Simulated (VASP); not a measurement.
Here is a VASP 6.6.1 calculation.

The input INCAR:

```
ALGO     = Fast           # electronic algorithm
EDIFF    = 1E-6           # SCF threshold, eV
ENCUT    = 520            # plane-wave cutoff, eV
GGA      = PE             # functional
ISIF     = 2              # what is computed and relaxed
ISMEAR   = 0              # smearing method
LASPH    = T              # aspherical terms in the spheres
LCHARG   = T              # write CHGCAR
LELF     = T              # ELF
LREAL    = F              # projectors in reciprocal space
LVHAR    = T            
LWAVE    = F              # write WAVECAR
NBANDS   = 46             # bands
NELM     = 80             # most SCF steps
PREC     = Accurate       # precision mode
SIGMA    = 0.1            # smearing width, eV
```

Contents of KPOINTS:

```
k-points
0
Gamma
  8 8 8
```

The input POSCAR:

```
RhAu2
1.0
    0.0000000000      3.7846010938      3.7846010938
    3.7846010938      0.0000000000      3.7846010938
    3.7846010938      3.7846010938      0.0000000000
Rh Au
2 4
Direct
    0.5000000000      0.5000000000      0.5000000000
    0.7500000000      0.7500000000      0.7500000000
    0.1250000000      0.1250000000      0.1250000000
    0.6250000000      0.1250000000      0.1250000000
    0.1250000000      0.1250000000      0.6250000000
    0.1250000000      0.6250000000      0.1250000000
```

Potentials or basis: VASP PAW PBE potentials, release 64 (Rh_pv, Au).

Launch:

```bash
$ cat potpaw_PBE.64/Rh_pv/POTCAR potpaw_PBE.64/Au/POTCAR > POTCAR
$ mpirun -np 1 vasp_std > vasp.out
```

**Question.** Predict the band gap on the k mesh.

**Answer.** Zero (band 37 reaches 8.01 eV, above the bottom of band 38 at 7.88 eV).

**Question.** What does it give for the pressure?

**Answer.** -0.2 GPa.

Caveat: spin-orbit coupling is left out, which moves the levels of the heavy elements.
